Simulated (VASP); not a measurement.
Runs of VASP 6.6.1 on LiH. The structure is that of space group P6_3/mmc (No. 194), or close to it. The cells are those of the table. 

```csv
level,cell,k mesh,smearing,grid for exact exchange (PRECFOCK),share of exact exchange,screening parameter,gap on the mesh (eV)
r2SCAN,"a = 3.139, b = 3.139, c = 4.069 Å, angles 90.0, 90.0, 120.0°, 4 atoms",12 × 12 × 6,gaussian 0.01 eV,-,-,-,(b)
HSE06,"a = 3.139, b = 3.139, c = 4.069 Å, angles 90.0, 90.0, 120.0°, 4 atoms",6 × 6 × 4,gaussian 0.01 eV,Normal,0.25,0.2079 1/Å,2.89
HSE06,"a = 3.348, b = 3.348, c = 4.022 Å, angles 90.0, 90.0, 120.0°, 4 atoms",6 × 6 × 4,gaussian 0.01 eV,Normal,0.25,0.2079 1/Å,2.52
PBE,"a = 3.139, b = 3.139, c = 4.069 Å, angles 90.0, 90.0, 120.0°, 4 atoms",12 × 12 × 6,fermi-dirac 0.02 eV,-,-,-,1.96
r2SCAN,"a = 3.348, b = 3.348, c = 4.022 Å, angles 90.0, 90.0, 120.0°, 4 atoms",12 × 12 × 6,gaussian 0.01 eV,-,-,-,(a)
PBE,"a = 3.348, b = 3.348, c = 4.022 Å, angles 90.0, 90.0, 120.0°, 4 atoms",12 × 12 × 6,fermi-dirac 0.02 eV,-,-,-,1.64
```

Alike in all rows: task single point; potentials or basis VASP PAW PBE potentials, release 64 (Li_sv, H); no spin polarisation; cutoff (eV) 520.

Fill in the values left out.

(a) 2.10; (b) 2.45.

A k mesh can miss the band edges.
